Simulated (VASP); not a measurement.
Runs of VASP 6.6.1 on Ga. Symmetry: Cmce, No. 64, orthorhombic system. Conventional cell: a = 4.464 Å, b = 7.586 Å, c = 4.535 Å, α = 90.00°, β = 90.00°, γ = 90.00°. Ga (site symmetry m) has 7 Ga at 2.49 to 2.76 Å within 3.3 Å. 

```csv
k mesh,smearing,gap on the mesh (eV),pressure (GPa),largest force (eV/Å)
8 × 8 × 7,fermi-dirac 0.3 eV,none,0.6,0.03
8 × 8 × 7,gaussian 0.2 eV,none,0.1,0.01
8 × 8 × 7,fermi-dirac 0.2 eV,none,0.2,0.01
8 × 8 × 7,methfessel-paxton 0.6 eV,none,(a),0.01
8 × 8 × 7,fermi-dirac 0.1 eV,none,0.1,0.01
8 × 8 × 7,fermi-dirac 0.01 eV,none,0.1,0.01
8 × 8 × 7,fermi-dirac 0.6 eV,none,2.1,0.07
8 × 8 × 7,methfessel-paxton 0.03 eV,none,0.1,0.01
8 × 8 × 7,methfessel-paxton 0.2 eV,none,0.1,0.01
11 × 11 × 9,fermi-dirac 0.1 eV,none,0.2,0.01
8 × 8 × 7,gaussian 0.1 eV,none,0.1,0.01
8 × 8 × 7,gaussian 0.3 eV,none,0.2,0.01
```

Alike in all rows: task single point; level r2SCAN; potentials or basis VASP PAW PBE potentials, release 64 (Ga_d); no spin polarisation; cell as given; cutoff (eV) 520.

**Question.** Fill in the values left out.

**Answer.** (a) 0.0.

Caveats: the PAW data sets were made with another functional, which shifts forces and pressure a little; so wide a smearing shifts energies and pressures (at least some runs).

A k mesh can miss the band edges, and the runs leave out spin-orbit coupling on Ga.

A gap of «none» marks levels without a gap at the run's occupations.
